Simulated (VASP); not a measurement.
Set up this calculation in VASP 6.6.1, as the native input.

| Item | Value |
| --- | --- |
| Task | single point |
| Functional | PBE |
| Dispersion | D3(BJ) |
| Potentials or basis | VASP PAW PBE potentials, release 64 (Se, In_d) |
| Cutoff | 520 eV |
| k mesh | 9 × 9 × 1 |
| Occupations | gaussian, width 0.02 eV |
| Spin | no spin polarisation |
| Dipole correction | yes |
| Further INCAR settings | ALGO = Normal; EDIFF = 1e-06; NBANDS = 27 |

The structure of InSe lies in POSCAR:

```
InSe
1.0
    4.0940000000      0.0000000000      0.0000000000
   -2.0470000000      3.5455080031      0.0000000000
    0.0000000000      0.0000000000     36.7199571806
Se In
2 2
Direct
    0.0000000000      0.0000000000      0.4266608704
    0.0000000000      0.0000000000      0.5733113682
    0.6666666667      0.3333333333      0.4619374194
    0.6666666667      0.3333333333      0.5380348774
```

One way to write it, as run:

INCAR

```
PREC = Accurate
ENCUT = 520
EDIFF = 1E-6
ISMEAR = 0
SIGMA = 0.02
LREAL = False
LASPH = True
NELM = 100
ALGO = Normal
ISIF = 2
LWAVE = False
LCHARG = False
LDIPOL = True
IDIPOL = 3
DIPOL = 0.5 0.5 0.500
GGA = PE
IVDW = 12
NBANDS = 27
```

KPOINTS

```
regular mesh
0
Gamma
  9 9 1
```

Potentials or basis: VASP PAW PBE potentials, release 64 (Se, In_d).

Launch:

```sh
$ cat potpaw_PBE.64/Se/POTCAR potpaw_PBE.64/In_d/POTCAR > POTCAR
$ mpirun -np 1 vasp_std > vasp.out
```

Results of the run:

```json
{"Largest force": "0.228 eV/Å", "Band gap on the k mesh": "1.43 eV (least direct gap 1.49 eV)", "Dispersion energy per atom": "-0.214 eV"}
```

Caveat: spin-orbit coupling is left out, which moves the levels of the heavy elements.

It took 8.4 min on 1 thread of Intel Xeon 8259CL, with other jobs on the host, peak memory 0.6 GiB.
